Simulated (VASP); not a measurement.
Runs of VASP 6.6.1 on HgH3. The structure is that of space group Pm-3m (No. 221), or close to it. The cells are those of the table. 

```tsv
task	cell	k mesh	cutoff (eV)	gap on the mesh (eV)	pressure (GPa)	relaxed volume (Å³/atom)
relaxation of cell and atoms	relaxed from a = 3.484 Å, 4 atoms	6 × 6 × 6	600	none	-0.5	(b)
relaxation of cell and atoms	relaxed from a = 3.297 Å, 4 atoms	14 × 14 × 14	600	none	0.0	(a)
single point	a = 3.484 Å, 4 atoms	6 × 6 × 6	520	none	-7.8	-
single point	a = 3.297 Å, 4 atoms	6 × 6 × 6	520	none	0.4	-
single point	a = 3.301 Å, 4 atoms	14 × 14 × 14	520	none	0.2	-
```

Alike in all rows: level PBE; potentials or basis VASP PAW PBE potentials, release 64 (Hg, H); no spin polarisation; smearing gaussian 0.1 eV.

Fill in the values left out.

(a) 9.04; (b) 9.09.

Caveats: spin-orbit coupling is left out, which moves the levels of the heavy elements.

A k mesh can miss the band edges, and the runs leave out spin-orbit coupling on Hg.

A gap of «none» marks levels without a gap at the run's occupations.
